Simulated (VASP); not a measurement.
Input of a VASP 6.6.1 run:

The input INCAR:

```
SYSTEM = Mg3Te
PREC = Accurate ; ENCUT = 520
EDIFF = 1E-6 ; ISMEAR = -1
SIGMA = 0.05 ; LREAL = .False.
LASPH = .True. ; NELM = 80
ALGO = Normal ; ISIF = 2
LWAVE = .False. ; LCHARG = .True.
LELF = .True. ; LVHAR = .True.
NBANDS = 14
```

KPOINTS

```
Automatic mesh
0
Gamma
  9 9 9
  0 0 0
```

File POSCAR:

```
Mg3Te
1.0
   -2.1393600000      2.1393600000      5.2824880000
    2.1393600000     -2.1393600000      5.2824880000
    2.1393600000      2.1393600000     -5.2824880000
Te Mg
1 3
Direct
    0.0000000000      0.0000000000      0.0000000000
    0.2500000000      0.7500000000      0.5000000000
    0.7500000000      0.2500000000      0.5000000000
    0.5000000000      0.5000000000      0.0000000000
```

Potentials or basis: VASP PAW LDA potentials, release 64 (Te, Mg).

Run with:

```console
$ cat potpaw_LDA.64/Te/POTCAR potpaw_LDA.64/Mg/POTCAR > POTCAR
$ mpirun -np 1 vasp_std > vasp.out
```

**Question.** Predict the pressure.

**Answer.** -2.6 GPa.

**Question.** Predict the band gap on the k mesh.

**Answer.** Zero (band 6 reaches 4.78 eV, above the bottom of band 7 at 3.44 eV).

Stress tensor (GPa, compression positive):
```
-2.65  0.00  0.00
 0.00 -2.65  0.00
 0.00  0.00 -2.42
```

Caveat: spin-orbit coupling is left out, which moves the levels of the heavy elements.
